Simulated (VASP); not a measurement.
A run of VASP 6.6.1 is set up as follows.

INCAR

```
SYSTEM = ScSbS3
ALGO = Normal
EDIFF = 1E-6
ENCUT = 520
GGA = PE
ISIF = 2
ISMEAR = 0
LASPH = .True.
LCHARG = .False.
LREAL = .False.
LWAVE = .False.
NBANDS = 25
NELM = 100
PREC = Accurate
SIGMA = 0.02
```

Contents of KPOINTS:

```
k-points
0
Gamma
  8 8 6
  0 0 0
```

Contents of POSCAR:

```
ScSbS3
1.0
    4.6305867307      0.0000000000      0.0000000000
    0.0000000000      4.6305867307      0.0000000000
    0.0000000000      0.0000000000      6.5099400604
Sc Sb S
1 1 3
Direct
    0.0000000000      0.0000000000      0.2597929623
    0.5000000000      0.5000000000      0.6381009970
    0.5000000000      0.5000000000      0.0141953376
    0.0000000000      0.5000000000      0.4279053516
    0.5000000000      0.0000000000      0.4279053516
```

Potentials or basis: VASP PAW PBE potentials, release 64 (Sc_sv, Sb, S).

The run is started by

```bash
$ cat potpaw_PBE.64/Sc_sv/POTCAR potpaw_PBE.64/Sb/POTCAR potpaw_PBE.64/S/POTCAR > POTCAR
$ mpirun -np 1 vasp_std > vasp.out
```

Problem. What does it give for the band gap on the k mesh?

Solution. 0.58 eV, direct.

Problem. What does it give for the pressure?

Solution. 0.0 GPa.

Problem. Estimate the largest force.

Solution. 0.036 eV/Å.

Forces in eV/Å, atoms in the order of the input:
```
Sc   0.000  0.000 -0.030
Sb   0.000  0.000 -0.036
S    0.000  0.000  0.010
S    0.000  0.000  0.028
S    0.000  0.000  0.028
```

Caveat: spin-orbit coupling is left out, which moves the levels of the heavy elements. As with any semilocal functional, this PBE gap is likely too small.
